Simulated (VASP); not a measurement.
Here is a VASP 6.6.1 calculation.

Contents of INCAR:

```
SYSTEM = Au3C
  ALGO = Normal
  DIPOL = 0.5 0.5 0.353
  EDIFF = 1E-7
  ENCUT = 520
  GGA = PE
  IDIPOL = 3
  ISIF = 2
  ISMEAR = 0
  LASPH = .TRUE.
  LCHARG = .TRUE.
  LDIPOL = .TRUE.
  LELF = .TRUE.
  LREAL = .FALSE.
  LVACPOTAV = .TRUE.
  LVHAR = .TRUE.
  LWAVE = .FALSE.
  NBANDS = 26
  NELM = 60
  PREC = Accurate
  SIGMA = 0.1
```

The input KPOINTS:

```
k-points
0
G
  9 9 1
  0 0 0
```

Contents of POSCAR:

```
Au3C
1.0
    2.9402049748      0.0000000000      0.0000000000
   -1.4701024874      2.5462922005      0.0000000000
    0.0000000000      0.0000000000     21.8974947720
Au C
3 1
Direct
    0.6666666667      0.3333333333      0.1826692981
    0.3333333333      0.6666666667      0.2945190844
    0.0000000000      0.0000000000      0.4063247812
    0.4444444444     -0.4444444444      0.5282565377
```

Potentials or basis: VASP PAW PBE potentials, release 64 (Au, C).

Run with:

```sh
$ cat potpaw_PBE.64/Au/POTCAR potpaw_PBE.64/C/POTCAR > POTCAR
$ mpirun -np 1 vasp_std > vasp.out
```

Task: Predict the largest force.

Result: 1.038 eV/Å.

Forces in eV/Å, atoms in the order of the input:
```
Au   0.002 -0.001  0.149
Au   0.008 -0.005  0.085
Au  -0.040  0.023  0.803
C    0.030 -0.017 -1.037
```
